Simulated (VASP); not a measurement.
# Ta (Pm-3m) in VASP: further runs, part 2 of 2

VASP 6.6.1. Earlier steps stand in the parts before.

## 3. Single point, r2SCAN (18.61 Å³/atom)

This run uses another cell than the first one, of 18.61 Å³/atom.

File POSCAR:

```
Ta
1.0
    2.6501814768      0.0000000000      0.0000000000
    0.0000000000      2.6501814768      0.0000000000
    0.0000000000      0.0000000000      2.6501814768
Ta
1
Direct
    0.0000000000      0.0000000000      0.0000000000
```

File INCAR.step1:

```
SYSTEM = Ta
  PREC = Accurate
  ENCUT = 520
  ISMEAR = -1
  SIGMA = 0.1
  LREAL = .False.
  LASPH = .True.
  NELM = 80
  NBANDS = 12
  GGA = PE
  ALGO = Normal
  EDIFF = 1E-4
  LWAVE = .True.
  LCHARG = .False.
```

File INCAR.step2:

```
SYSTEM = Ta
  PREC = Accurate
  ENCUT = 520
  EDIFF = 1E-7
  ISMEAR = -1
  SIGMA = 0.1
  LREAL = .False.
  LASPH = .True.
  NELM = 80
  ALGO = Normal
  ISIF = 2
  LWAVE = .False.
  LCHARG = .True.
  METAGGA = R2SCAN
  LMIXTAU = .True.
  LELF = .True.
  LVHAR = .True.
  NBANDS = 12
  ISTART = 1
```

File KPOINTS:

```
Automatic mesh
0
Gamma
  13 13 13
  0 0 0
```

Potentials or basis: VASP PAW PBE potentials, release 64 (Ta_pv).

Command:

```bash
$ cat potpaw_PBE.64/Ta_pv/POTCAR > POTCAR
$ cp INCAR.step1 INCAR
$ mpirun -np 1 vasp_std > vasp.out
$ cp INCAR.step2 INCAR
$ mpirun -np 1 vasp_std > vasp.out
```

OUTCAR:

```text
SYSTEM = Ta
   PREC = Accurate
   ENCUT = 520
   EDIFF = 1E-7
   ISMEAR = -1
   LREAL = .False.
   LASPH = .True.
   NELM = 80
   ISIF = 2
   METAGGA = R2SCAN
   ISTART = 1

 ion  position               nearest neighbor table
   1  0.000  0.000  0.000-

  LATTYP: Found a simple cubic cell.
 ALAT       =     2.6501814768

  Lattice vectors:

 A1 = (   2.6501814768,   0.0000000000,   0.0000000000)
 A2 = (   0.0000000000,   2.6501814768,   0.0000000000)
 A3 = (   0.0000000000,   0.0000000000,   2.6501814768)

Analysis of symmetry for initial positions (statically):
=====================================================================
 Subroutine PRICEL returns:
 Original cell was already a primitive cell.

 Routine SETGRP: Setting up the symmetry group for a
 simple cubic supercell.

 Subroutine GETGRP returns: Found 48 space group operations
 (whereof 48 operations were pure point group operations)
 out of a pool of 48 trial point group operations.

The static configuration has the point symmetry O_h .

Analysis of symmetry for dynamics (positions and initial velocities):
=====================================================================
 Subroutine PRICEL returns:
 Original cell was already a primitive cell.

 Routine SETGRP: Setting up the symmetry group for a
 simple cubic supercell.

 Subroutine GETGRP returns: Found 48 space group operations
 (whereof 48 operations were pure point group operations)
 out of a pool of 48 trial point group operations.

The dynamic configuration has the point symmetry O_h .

 Subroutine INISYM returns: Found 48 space group operations
 (whereof 48 operations are pure point group operations),
 and found     1 'primitive' translations

----------------------------------------------------------------------------------------

                                     Primitive cell

  volume of cell :      18.6134

  direct lattice vectors                    reciprocal lattice vectors
     2.650181477  0.000000000  0.000000000     0.377332650  0.000000000  0.000000000
     0.000000000  2.650181477  0.000000000     0.000000000  0.377332650  0.000000000
     0.000000000  0.000000000  2.650181477     0.000000000  0.000000000  0.377332650

  length of vectors
     2.650181477  2.650181477  2.650181477     0.377332650  0.377332650  0.377332650

  position of ions in fractional coordinates (direct lattice)
     0.000000000  0.000000000  0.000000000

  ion indices of the primitive-cell ions
   primitive index   ion index
                 1           1

----------------------------------------------------------------------------------------

 KPOINTS: Automatic mesh

Automatic generation of k-mesh.
 Grid dimensions read from file:
 generate k-points for:   13   13   13

 Generating k-lattice:

  Cartesian coordinates                     Fractional coordinates (reciprocal lattice)
     0.029025588  0.000000000  0.000000000     0.076923077  0.000000000  0.000000000
     0.000000000  0.029025588  0.000000000     0.000000000  0.076923077  0.000000000
     0.000000000  0.000000000  0.029025588     0.000000000  0.000000000  0.076923077

  Length of vectors
     0.029025588  0.029025588  0.029025588

  Shift w.r.t. Gamma in fractional coordinates (k-lattice)
     0.000000000  0.000000000  0.000000000

 Subroutine IBZKPT returns following result:
 ===========================================

 Found     84 irreducible k-points:

 Following reciprocal coordinates:
            Coordinates               Weight
  0.000000  0.000000  0.000000      1.000000
  0.076923  0.000000  0.000000      6.000000
  0.153846  0.000000  0.000000      6.000000
  0.230769  0.000000  0.000000      6.000000
  0.307692  0.000000  0.000000      6.000000
  0.384615  0.000000  0.000000      6.000000
[... 16 lines left out ...]
  0.307692  0.307692  0.000000     12.000000
  0.384615  0.307692  0.000000     24.000000
 [... further k-points ...]
   k-points           NKPTS =     84   k-points in BZ     NKDIM =     84   number of bands    NBANDS=     12
   number of dos      NEDOS =    301   number of ions     NIONS =      1
   total plane-waves  NPLWV =   8000
   dimension x,y,z NGX =    20 NGY =   20 NGZ =   20
   dimension x,y,z NGXF=    40 NGYF=   40 NGZF=   40
   ions per type =               1
   NGX,Y,Z   is equivalent  to a cutoff of  12.55, 12.55, 12.55 a.u.
   NGXF,Y,Z  is equivalent  to a cutoff of  25.09, 25.09, 25.09 a.u.
 SYSTEM =  Ta
   PREC   = accura    normal or accurate (medium, high low for compatibility)
   ISTART =      1    job   : 0-new  1-cont  2-samecut
   ICHARG =      0    charge: 1-file 2-atom 10-const
   ISPIN  =      1    spin polarized calculation?
   LNONCOLLINEAR =      F non collinear calculations
   LSORBIT =      F    spin-orbit coupling
   LASPH  =      T    aspherical Exc in radial PAW
   ENCUT  =  520.0 eV  38.22 Ry    6.18 a.u.   4.93  4.93  4.93*2*pi/ulx,y,z
   NELM   =     80;   NELMIN=  2; NELMDL=  0     # of ELM steps
   EDIFF  = 0.1E-06   stopping-criterion for ELM
   LREAL  =      F    real-space projection
   EDIFFG = 0.1E-05   stopping-criterion for IOM
   NSW    =      0    number of steps for IOM
   IBRION =     -1    ionic relax: 0-MD 1-quasi-New 2-CG
   NFREE  =      0    steps in history (QN), initial steepest desc. (CG)
   ISIF   =      2    stress and relaxation
   ISYM   =      2    0-nonsym 1-usesym 2-fastsym
   POTIM  = 0.5000    time-step for ionic-motion
   TEBEG  =    0.0;   TEEND  =   0.0 temperature during run
   PSTRESS=    0.0 pullay stress
   NELECT =      11.0000    total number of electrons
   NUPDOWN=      -1.0000    fix difference up-down
   EMIN   =  10.00;   EMAX   =-10.00  energy-range for DOS
   EFERMI =   0.00;   METHOD = LEGACY
   ISMEAR =    -1;   SIGMA  =   0.10  broadening in eV -4-tet -1-fermi 0-gaus
   EFERMI_NEDOS =   21; number of points for ismear=-14 and -15
   IALGO  =     38    algorithm
   IMIX   =      4    mixing-type and parameters
     AMIX     =   0.40;   BMIX     =  1.00
     AMIX_MAG =   1.60;   BMIX_MAG =  1.00
  volume/ion in A,a.u.               =      18.61       125.61
  Fermi-wavevector in a.u.,A,eV,Ry     =   1.373821  2.596145 25.679416  1.887384
  Thomas-Fermi vector in A             =   2.499303
   LORBIT       =      0    0 simple, 1 ext, 2 COOP (PROOUT), +10 PAW based schemes
   METAGGA = R2SCAN    functional components
   LHFCALC =     F    Hartree Fock is set to
   AEXX    =    0.0000 exact exchange contribution
   IVDW    =     0    specifies the selected vdW correction
   LEPSILON=     F    determine dielectric tensor
   LRPA    =     F    only Hartree local field effects (RPA)
 non-spin polarized calculation
  energy-cutoff  :      520.00
  volume of cell :       18.61
 maximum number of plane-waves:       513
 NGX is ok and might be reduce to    20
   NGX =  9   NGY =  9   NGZ =  9

 number of electron      10.9999995 magnetization

 Free energy of the ion-electron system (eV)
  ---------------------------------------------------
  ext. energy  EPLUGINS =         0.00000000
  ---------------------------------------------------
  free energy    TOTEN  =       -47.33144479 eV

  energy without entropy =      -47.30492457  energy(sigma->0) =      -47.31818468

 E-fermi :   5.1478     XC(G=0): -13.4411

 val. band max:        5.1184460587   @ k =   0.4615   0.0000   0.0000
 cond. band min:       5.1552853136   @ k =   0.3846   0.3846   0.2308
 fundamental gap:      0.0368392549
 Fermi energy:         5.1477860182

 k-point     1 :       0.0000    0.0000    0.0000
  band No.  band energies     occupation
      1     -29.1098      2.00000
      2     -29.1098      2.00000
      3     -29.1098      2.00000
      4      -2.8956      2.00000
      5       1.9112      2.00000
      6       1.9113      2.00000
      7      12.4321      0.00000
      8      12.4321      0.00000
      9      12.4321      0.00000
     10      17.5371      0.00000
     11      21.6518      0.00000
     12      21.6518      0.00000
[... 331 lines left out ...]
 k-point    24 :       0.3846    0.3077    0.0000
  band No.  band energies     occupation
      1     -30.4471      2.00000
      2     -30.0982      2.00000
      3     -28.8756      2.00000
      4       1.5125      2.00000
      5       2.9234      2.00000
      6       7.3569      0.00000
      7       8.9788      0.00000
      8       9.0633      0.00000
      9       9.8719      0.00000
     10      16.7707      0.00000
     11      17.5373      0.00000
     12      20.6238      0.00000

 [... further k-points ...]

------------------------ aborting loop because EDIFF is reached ----------------------------------------

  FORCE on cell =-STRESS in cart. coord.  units (eV):
  Direction    XX          YY          ZZ          XY          YZ          ZX
  --------------------------------------------------------------------------------------
  -------------------------------------------------------------------------------------
  Total        1.7823801      1.7823801      1.7823801      0.0000000     -0.0000000      0.0000000
  in kB      153.4207370    153.4207370    153.4207370      0.0000000     -0.0000000      0.0000000
  external PRESSURE =     153.4207370 kB  Pullay stress =       0.0000000 kB

 VOLUME and BASIS-vectors are now :
 -----------------------------------------------------------------------------
  energy-cutoff  :      520.00
  volume of cell :       18.61
      direct lattice vectors                 reciprocal lattice vectors
     2.650181477  0.000000000  0.000000000     0.377332650  0.000000000  0.000000000
     0.000000000  2.650181477  0.000000000     0.000000000  0.377332650  0.000000000
     0.000000000  0.000000000  2.650181477     0.000000000  0.000000000  0.377332650

 POSITION                                       TOTAL-FORCE (eV/Angst)
 -----------------------------------------------------------------------------------
      0.00000      0.00000      0.00000         0.000000      0.000000      0.000000
 -----------------------------------------------------------------------------------
    total drift:                                0.000000      0.000000      0.000000

  FREE ENERGIE OF THE ION-ELECTRON SYSTEM (eV)
  ---------------------------------------------------
  free  energy   TOTEN  =       -47.3314447870 eV

  energy  without entropy=      -47.3049245731  energy(sigma->0) =      -47.31818468
```

Run time: 56 s. Hardware: 1 thread of Intel Xeon 8259CL, shared host; peak memory 0.14 GiB.

Results:

```yaml
Free_energy: -47.3314 eV
Pressure: 15.3 GPa
Band_gap_on_the_k_mesh: zero (an odd number of electrons rules out a gap without spin polarisation)
```

Levels at points of the mesh, in eV from the Fermi level:
```tsv
k point	band 2	band 3	band 4	band 5	band 6	band 7	band 8	band 9	band 10	band 11
(0.00, 0.00, 0.00)	-34.26	-34.26	-8.04	-3.24	-3.24	7.28	7.28	7.28	12.39	16.50
```

Caveat: the cell stands under pressure; the PAW data sets were made with another functional, which shifts forces and pressure a little; spin-orbit coupling is left out, which moves the levels of the heavy elements.

## 4. Single point, r2SCAN (19.42 Å³/atom)

This run uses another cell than the first one, of 19.42 Å³/atom.

File POSCAR:

```
Ta
1.0
    2.6880463279      0.0000000000      0.0000000000
    0.0000000000      2.6880463279      0.0000000000
    0.0000000000      0.0000000000      2.6880463279
Ta
1
Direct
    0.0000000000      0.0000000000      0.0000000000
```

File INCAR.step1:

```
SYSTEM = Ta
PREC = Accurate
ENCUT = 520
ISMEAR = -1
SIGMA = 0.1
LREAL = .FALSE.
LASPH = .TRUE.
NELM = 60
NBANDS = 12
GGA = PE
ALGO = Normal
EDIFF = 1E-4
LWAVE = .TRUE.
LCHARG = .FALSE.
```

File INCAR.step2:

```
SYSTEM = Ta
PREC = Accurate
ENCUT = 520
EDIFF = 1E-6
ISMEAR = -1
SIGMA = 0.1
LREAL = .FALSE.
LASPH = .TRUE.
NELM = 60
ALGO = Normal
ISIF = 2
LWAVE = .FALSE.
LCHARG = .TRUE.
METAGGA = R2SCAN
LMIXTAU = .TRUE.
LELF = .TRUE.
LVHAR = .TRUE.
NBANDS = 12
ISTART = 1
```

File KPOINTS:

```
regular mesh
0
G
  13 13 13
  0 0 0
```

Command:

```bash
$ cat potpaw_PBE.64/Ta_pv/POTCAR > POTCAR
$ cp INCAR.step1 INCAR
$ mpirun -np 1 vasp_std > vasp.out
$ cp INCAR.step2 INCAR
$ mpirun -np 1 vasp_std > vasp.out
```

It took 64 s on 1 thread of Intel Xeon 8259CL, shared host; peak memory 0.14 GiB.

It converged, with:

```yaml
Free_energy: -47.3880 eV
Pressure: 7.3 GPa
Band_gap_on_the_k_mesh: zero (an odd number of electrons rules out a gap without spin polarisation)
```

Levels at points of the mesh, in eV from the Fermi level:
| k point | band 4 | band 5 | band 6 | band 7 | band 8 | band 9 |
| --- | --- | --- | --- | --- | --- | --- |
| (0.00, 0.00, 0.00) | -7.89 | -3.06 | -3.06 | 6.95 | 6.95 | 6.95 |

Caveat: the cell stands under pressure; the PAW data sets were made with another functional, which shifts forces and pressure a little; spin-orbit coupling is left out, which moves the levels of the heavy elements.

## 5. Single point, r2SCAN (20.23 Å³/atom)

This run uses another cell than the first one, of 20.23 Å³/atom.

File POSCAR:

```
Ta
1.0
    2.7248734566      0.0000000000      0.0000000000
    0.0000000000      2.7248734566      0.0000000000
    0.0000000000      0.0000000000      2.7248734566
Ta
1
Direct
    0.0000000000      0.0000000000      0.0000000000
```

INCAR.step1: that of step 4 with these lines changed.

```diff
@@ -7,3 +7,3 @@
 LASPH = .TRUE.
-NELM = 60
+NELM = 80
 NBANDS = 12
```

INCAR.step2: that of step 4 with these lines changed.

```diff
@@ -8,3 +8,3 @@
 LASPH = .TRUE.
-NELM = 60
+NELM = 80
 ALGO = Normal
```

KPOINTS is that of step 4.

Command:

```bash
$ cat potpaw_PBE.64/Ta_pv/POTCAR > POTCAR
$ cp INCAR.step1 INCAR
$ mpirun -np 1 vasp_std > vasp.out
$ cp INCAR.step2 INCAR
$ mpirun -np 1 vasp_std > vasp.out
```

Run time: 63 s. Hardware: 1 thread of Intel Xeon 8259CL, shared host; peak memory 0.14 GiB.

The run converged. Its results:

```yaml
Free_energy: -47.4075 eV
Pressure: 0.7 GPa
Band_gap_on_the_k_mesh: zero (an odd number of electrons rules out a gap without spin polarisation)
```

Levels at points of the mesh, in eV from the Fermi level:
```csv
k point,band 4,band 5,band 6,band 7,band 8,band 9
"(0.00, 0.00, 0.00)",-7.74,-2.91,-2.91,6.64,6.64,6.64
```

Caveat: the PAW data sets were made with another functional, which shifts forces and pressure a little; spin-orbit coupling is left out, which moves the levels of the heavy elements.

## 6. Single point, r2SCAN (21.04 Å³/atom)

This run uses another cell than the first one, of 21.04 Å³/atom.

File POSCAR:

```
Ta
1.0
    2.7607311668      0.0000000000      0.0000000000
    0.0000000000      2.7607311668      0.0000000000
    0.0000000000      0.0000000000      2.7607311668
Ta
1
Direct
    0.0000000000      0.0000000000      0.0000000000
```

File INCAR.step1:

```
PREC = Accurate
ENCUT = 520
ISMEAR = -1
SIGMA = 0.1
LREAL = F
LASPH = T
NELM = 60
NBANDS = 12
GGA = PE
ALGO = Normal
EDIFF = 1E-4
LWAVE = T
LCHARG = F
```

File INCAR.step2:

```
PREC = Accurate
ENCUT = 520
EDIFF = 1E-6
ISMEAR = -1
SIGMA = 0.1
LREAL = F
LASPH = T
NELM = 60
ALGO = Normal
ISIF = 2
LWAVE = F
LCHARG = T
METAGGA = R2SCAN
LMIXTAU = T
LELF = T
LVHAR = T
NBANDS = 12
ISTART = 1
```

File KPOINTS:

```
regular mesh
0
Gamma
  13 13 13
```

Potentials or basis: VASP PAW PBE potentials, release 64 (Ta_pv).

Command:

```bash
$ cat potpaw_PBE.64/Ta_pv/POTCAR > POTCAR
$ cp INCAR.step1 INCAR
$ mpirun -np 1 vasp_std > vasp.out
$ cp INCAR.step2 INCAR
$ mpirun -np 1 vasp_std > vasp.out
```

Wall time 79 s (1 thread of Intel Xeon 8259CL, shared host); peak memory 0.16 GiB.

The run converged. Its results:

* Free energy: -47.3968 eV
* Pressure: -4.8 GPa
* Band gap on the k mesh: zero (an odd number of electrons rules out a gap without spin polarisation)

Levels at points of the mesh, in eV from the Fermi level:
```
           k point  band 2  band 3  band 4  band 5  band 6  band 7  band 8  band 9  band 10  band 11
(0.00, 0.00, 0.00)  -34.67  -34.67   -7.60   -2.77   -2.77    6.35    6.35    6.35    11.90    15.21
```

Caveat: the cell stands under tension; the PAW data sets were made with another functional, which shifts forces and pressure a little; spin-orbit coupling is left out, which moves the levels of the heavy elements.

## 7. Summary

```csv
cell,gap on the mesh (eV),pressure (GPa)
"a = 2.611 Å, 1 atom",none,25.3
"a = 2.650 Å, 1 atom",none,15.3
"a = 2.688 Å, 1 atom",none,7.3
"a = 2.725 Å, 1 atom",none,0.7
"a = 2.761 Å, 1 atom",none,-4.8
```

Alike in all rows: task single point; level r2SCAN; potentials or basis VASP PAW PBE potentials, release 64 (Ta_pv); no spin polarisation; k mesh 13 × 13 × 13; cutoff (eV) 520; smearing fermi-dirac 0.1 eV.

Caveats: the PAW data sets were made with another functional, which shifts forces and pressure a little; spin-orbit coupling is left out, which moves the levels of the heavy elements; the cell stands under pressure (at least some runs); the cell stands under tension (at least some runs).

Total energies depend on the potentials used, so only differences within one code and one set of settings carry meaning.
